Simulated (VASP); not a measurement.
Write the native input for VASP 6.6.1 that does the following.

| Item | Value |
| --- | --- |
| Task | single point |
| Functional | r2SCAN |
| Potentials or basis | VASP PAW PBE potentials, release 64 (Pb_d, S) |
| Cutoff | 520 eV |
| k mesh | 6 × 6 × 6 |
| Occupations | fermi-dirac, width 0.02 eV |
| Spin | no spin polarisation |
| Dipole correction | no |
| Further INCAR settings | ALGO = Normal; EDIFF = 1e-07; NBANDS = 17 |

Crystal: PbS.

```
CELL_PARAMETERS angstrom
0.00000 2.98723 2.98723
2.98723 0.00000 2.98723
2.98723 2.98723 0.00000
ATOMIC_POSITIONS crystal
Pb 0.00000 0.00000 0.00000
S 0.50000 0.50000 0.50000
```

These files were run (other wordings do the same):

POSCAR

```
PbS
1.0
    0.0000000000      2.9872326701      2.9872326701
    2.9872326701      0.0000000000      2.9872326701
    2.9872326701      2.9872326701      0.0000000000
Pb S
1 1
Direct
    0.0000000000      0.0000000000      0.0000000000
    0.5000000000      0.5000000000      0.5000000000
```

INCAR.step1

```
SYSTEM = PbS
PREC     = Accurate       ! precision mode
ENCUT    = 520            ! plane-wave cutoff, eV
ISMEAR   = -1             ! smearing method
SIGMA    = 0.02           ! smearing width, eV
LREAL    = .FALSE.        ! projectors in reciprocal space
LASPH    = .TRUE.         ! aspherical terms in the spheres
NELM     = 80             ! most SCF steps
NBANDS   = 17             ! bands
GGA      = PE             ! functional
ALGO     = Normal         ! electronic algorithm
EDIFF    = 1E-4           ! SCF threshold, eV
LWAVE    = .TRUE.         ! write WAVECAR
LCHARG   = .FALSE.        ! write CHGCAR
```

INCAR.step2

```
SYSTEM = PbS
PREC     = Accurate       ! precision mode
ENCUT    = 520            ! plane-wave cutoff, eV
EDIFF    = 1E-7           ! SCF threshold, eV
ISMEAR   = -1             ! smearing method
SIGMA    = 0.02           ! smearing width, eV
LREAL    = .FALSE.        ! projectors in reciprocal space
LASPH    = .TRUE.         ! aspherical terms in the spheres
NELM     = 80             ! most SCF steps
ALGO     = Normal         ! electronic algorithm
ISIF     = 2              ! what is computed and relaxed
LWAVE    = .FALSE.        ! write WAVECAR
LCHARG   = .TRUE.         ! write CHGCAR
METAGGA  = R2SCAN         ! meta-GGA
LMIXTAU  = .TRUE.       
LELF     = .TRUE.         ! ELF
LVHAR    = .TRUE.       
NBANDS   = 17             ! bands
ISTART   = 1
```

KPOINTS

```
regular mesh
0
G
  6 6 6
  0 0 0
```

Potentials or basis: VASP PAW PBE potentials, release 64 (Pb_d, S).

The run is started by

```sh
$ cat potpaw_PBE.64/Pb_d/POTCAR potpaw_PBE.64/S/POTCAR > POTCAR
$ cp INCAR.step1 INCAR
$ mpirun -np 1 vasp_std > vasp.out
$ cp INCAR.step2 INCAR
$ mpirun -np 1 vasp_std > vasp.out
```

Results of the run:

```yaml
Pressure: 0.0 GPa
Band_gap_on_the_k_mesh: 0.70 eV, direct
```

Caveat: the PAW data sets were made with another functional, which shifts forces and pressure a little; spin-orbit coupling is left out, which moves the levels of the heavy elements.

It took 46 s on 1 thread of AMD EPYC 9R45 96-Core Processor (Zen 5), with other jobs on the host, peak memory 0.15 GiB.
